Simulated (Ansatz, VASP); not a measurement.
# Two plane-wave programs on Sn12SO23

The input INCAR:

```
SYSTEM = Sn12SO23
ALGO = Normal
EDIFF = 1E-8
ENCUT = 520
GGA = PE
ISIF = 2
ISMEAR = -1
LASPH = .TRUE.
LCHARG = .FALSE.
LEFG = .TRUE.
LREAL = Auto
LUSENCCL = .FALSE.
LWAVE = .FALSE.
NBANDS = 180
NELM = 100
PREC = Accurate
SIGMA = 0.01
```

The input KPOINTS:

```
k-points
0
G
  3 3 2
  0 0 0
```

POSCAR

```
Sn12SO23
1.0
    4.7880040000      4.8665820000      0.0000000000
   -4.7880040000      4.8665820000      0.0000000000
    0.0000000000      0.0000000000      9.7226940000
Sn S O
12 1 23
Direct
    0.5000000000      0.0000000000      0.1666666667
    0.5000000000      0.0000000000      0.5000000000
    0.5000000000      0.0000000000      0.8333333333
    0.0000000000      0.5000000000      0.1666666667
    0.0000000000      0.5000000000      0.5000000000
    0.0000000000      0.5000000000      0.8333333333
    0.0000000000      0.0000000000      0.0000000000
    0.0000000000      0.0000000000      0.3333333333
    0.0000000000      0.0000000000      0.6666666667
    0.5000000000      0.5000000000      0.0000000000
    0.5000000000      0.5000000000      0.3333333333
    0.5000000000      0.5000000000      0.6666666667
    0.3064485000      0.0145935000      0.0000000000
    0.3064485000      0.0145935000      0.3333333333
    0.3064485000      0.0145935000      0.6666666667
    0.8064485000      0.5145935000      0.0000000000
    0.8064485000      0.5145935000      0.3333333333
    0.8064485000      0.5145935000      0.6666666667
    0.4854065000      0.6935515000      0.1666666667
    0.4854065000      0.6935515000      0.5000000000
    0.4854065000      0.6935515000      0.8333333333
    0.9854065000      0.1935515000      0.1666666667
    0.9854065000      0.1935515000      0.5000000000
    0.9854065000      0.1935515000      0.8333333333
    0.5145935000      0.3064485000      0.1666666667
    0.5145935000      0.3064485000      0.5000000000
    0.5145935000      0.3064485000      0.8333333333
    0.0145935000      0.8064485000      0.1666666667
    0.0145935000      0.8064485000      0.5000000000
    0.0145935000      0.8064485000      0.8333333333
    0.6935515000      0.9854065000      0.0000000000
    0.6935515000      0.9854065000      0.3333333333
    0.6935515000      0.9854065000      0.6666666667
    0.1935515000      0.4854065000      0.0000000000
    0.1935515000      0.4854065000      0.3333333333
    0.1935515000      0.4854065000      0.6666666667
```

Input for Ansatz:

```yaml
crystal:
  lattice:
    - [4.788004, 4.866582, 0.0]
    - [-4.788004, 4.866582, 0.0]
    - [0.0, 0.0, 9.722694]
  atoms:
    - { symbol: Sn, position: [0.5, 0.0, 0.1666666667] }
    - { symbol: Sn, position: [0.5, 0.0, 0.5] }
    - { symbol: Sn, position: [0.5, 0.0, 0.8333333333] }
    - { symbol: Sn, position: [0.0, 0.5, 0.1666666667] }
    - { symbol: Sn, position: [0.0, 0.5, 0.5] }
    - { symbol: Sn, position: [0.0, 0.5, 0.8333333333] }
    - { symbol: Sn, position: [0.0, 0.0, 0.0] }
    - { symbol: Sn, position: [0.0, 0.0, 0.3333333333] }
    - { symbol: Sn, position: [0.0, 0.0, 0.6666666667] }
    - { symbol: Sn, position: [0.5, 0.5, 0.0] }
    - { symbol: Sn, position: [0.5, 0.5, 0.3333333333] }
    - { symbol: Sn, position: [0.5, 0.5, 0.6666666667] }
    - { symbol: S, position: [0.3064485, 0.0145935, 0.0] }
    - { symbol: O, position: [0.3064485, 0.0145935, 0.3333333333] }
    - { symbol: O, position: [0.3064485, 0.0145935, 0.6666666667] }
    - { symbol: O, position: [0.8064485, 0.5145935, 0.0] }
    - { symbol: O, position: [0.8064485, 0.5145935, 0.3333333333] }
    - { symbol: O, position: [0.8064485, 0.5145935, 0.6666666667] }
    - { symbol: O, position: [0.4854065, 0.6935515, 0.1666666667] }
    - { symbol: O, position: [0.4854065, 0.6935515, 0.5] }
    - { symbol: O, position: [0.4854065, 0.6935515, 0.8333333333] }
    - { symbol: O, position: [0.9854065, 0.1935515, 0.1666666667] }
    - { symbol: O, position: [0.9854065, 0.1935515, 0.5] }
    - { symbol: O, position: [0.9854065, 0.1935515, 0.8333333333] }
    - { symbol: O, position: [0.5145935, 0.3064485, 0.1666666667] }
    - { symbol: O, position: [0.5145935, 0.3064485, 0.5] }
    - { symbol: O, position: [0.5145935, 0.3064485, 0.8333333333] }
    - { symbol: O, position: [0.0145935, 0.8064485, 0.1666666667] }
    - { symbol: O, position: [0.0145935, 0.8064485, 0.5] }
    - { symbol: O, position: [0.0145935, 0.8064485, 0.8333333333] }
    - { symbol: O, position: [0.6935515, 0.9854065, 0.0] }
    - { symbol: O, position: [0.6935515, 0.9854065, 0.3333333333] }
    - { symbol: O, position: [0.6935515, 0.9854065, 0.6666666667] }
    - { symbol: O, position: [0.1935515, 0.4854065, 0.0] }
    - { symbol: O, position: [0.1935515, 0.4854065, 0.3333333333] }
    - { symbol: O, position: [0.1935515, 0.4854065, 0.6666666667] }
kpoints:
  mp_grid: { grid: [3, 3, 2] }
scf:
  occupations: { method: fermi_dirac, width: 0.01 }
hamiltonian:
  xc: pbe
  pseudopotentials: { kind: paw }
output:
  forces: true
  stress: true
  populations: true
  efg:
    quadrupole_moments_barn: { Sn: -0.132, S: -0.0694, O: -0.02558 }
    contact_densities: true
  write_density: true
  write_potential: true
  elf: true
  volumetric_format: npy
```

Alike in both runs: task electric field gradients; functional PBE; k mesh 3 × 3 × 2; occupations fermi-dirac, width 0.01 eV; no spin polarisation.

|  | VASP | Ansatz |
| --- | --- | --- |
| version | VASP 6.6.1 | Ansatz 0.2.0 |
| potentials or method | VASP PAW PBE potentials, release 64 (Sn_d, S, O) | plane-wave PAW, scalar-relativistic |
| plane-wave cutoff (eV) | 520 | 420 |
| valence electrons in the cell | 312 | 312 |

VASP gave:

- gap on the k mesh at the Fermi level (eV): 0.93
- pressure (GPa): 7.4
- traceless stress, the component that is largest in VASP (GPa): 4.97
- rms of the force components (eV/Å): 1.332
- size of Vzz on the site where it differs most (V/Å²): 195.9

Problem. Which values does Ansatz return?

Solution. gap on the k mesh at the Fermi level (eV): 0.94; pressure (GPa): 6.9; traceless stress, the component that is largest in VASP (GPa): 5.11; rms of the force components (eV/Å): 1.365; size of Vzz on the site where it differs most (V/Å²): 158.2.

Atom by atom the forces differ by 0.035 eV/Å (rms over components).
